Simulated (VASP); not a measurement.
Here is a VASP 6.6.1 calculation.

Contents of INCAR:

```
PREC = Accurate
ENCUT = 520
EDIFF = 1E-6
ISMEAR = 0
SIGMA = 0.1
LREAL = F
LASPH = T
NELM = 150
ALGO = Normal
ISIF = 2
LWAVE = F
LCHARG = F
ISPIN = 2
MAGMOM = 0.2 0.2 0.2 0.2
LORBIT = 11
GGA = PE
IVDW = 12
NBANDS = 26
```

KPOINTS

```
Automatic mesh
0
Gamma
  10 10 10
```

Contents of POSCAR:

```
InSb3
1.0
    0.0000000000      3.6902641731      3.6902641731
    3.6902641731      0.0000000000      3.6902641731
    3.6902641731      3.6902641731      0.0000000000
In Sb
1 3
Direct
    0.0000000000      0.0000000000      0.0000000000
    0.2500000000      0.2500000000      0.2500000000
    0.7500000000      0.7500000000      0.7500000000
    0.5000000000      0.5000000000      0.5000000000
```

Potentials or basis: VASP PAW PBE potentials, release 64 (In_d, Sb).

Launch:

```sh
$ cat potpaw_PBE.64/In_d/POTCAR potpaw_PBE.64/Sb/POTCAR > POTCAR
$ mpirun -np 1 vasp_std > vasp.out
```

Q: Estimate the net moment.

A: 0.00 μB per cell.

Q: Estimate the band gap on the k mesh.

A: Zero (filled and empty bands overlap).

Q: Predict the pressure.

A: 1.9 GPa.

Q: What does it give for the dispersion energy per atom?

A: -0.504 eV.

Caveat: spin-orbit coupling is left out, which moves the levels of the heavy elements.
